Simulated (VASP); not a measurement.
Na:

```
Na
1.0
     0.00000    2.69500    2.69500
     2.69500    0.00000    2.69500
     2.69500    2.69500    0.00000
Na
1
Direct
  0.00000 0.00000 0.00000
```

This isn't the form of Na at room conditions, which is bcc.

- Program: VASP 6.6.1
- Task: relaxation of cell and atoms
- Functional: r2SCAN
- Potentials or basis: VASP PAW PBE potentials, release 64 (Na_pv)
- Cutoff: 550 eV
- k mesh: 7 × 7 × 7
- Occupations: gaussian, width 0.1 eV
- Spin: no spin polarisation

At the start: pressure -0.3 GPa; volume 39.15 Å³/atom.

Q: How do energy, volume and symmetry change on relaxing?

A: Over 5 steps the energy falls by 2.8 meV/atom and the volume is 37.15 Å³/atom (-5.1 %); space group Fm-3m (No. 225, to 0.1 Å) before and after.

The path:
| step | energy change (eV) | largest force (eV/Å) | pressure (GPa) | volume (Å³) |
| --- | --- | --- | --- | --- |
| 1 | 0.0000 | 0.0000 | -0.30 | 39.15 |
| 2 | -0.0008 | 0.0000 | -0.26 | 38.73 |
| 3 | -0.0026 | 0.0000 | -0.09 | 37.49 |
| 4 | 0.0007 | 0.0000 | 0.62 | 35.08 |
| 5 | -0.0028 | 0.0000 | -0.01 | 37.15 |

Final structure:
```
Na
1.0
     0.00000    2.64841    2.64841
     2.64841    0.00000    2.64841
     2.64841    2.64841    0.00000
Na
1
Direct
  0.00000 0.00000 0.00000
```

Caveat: the PAW data sets were made with another functional, which shifts forces and pressure a little.
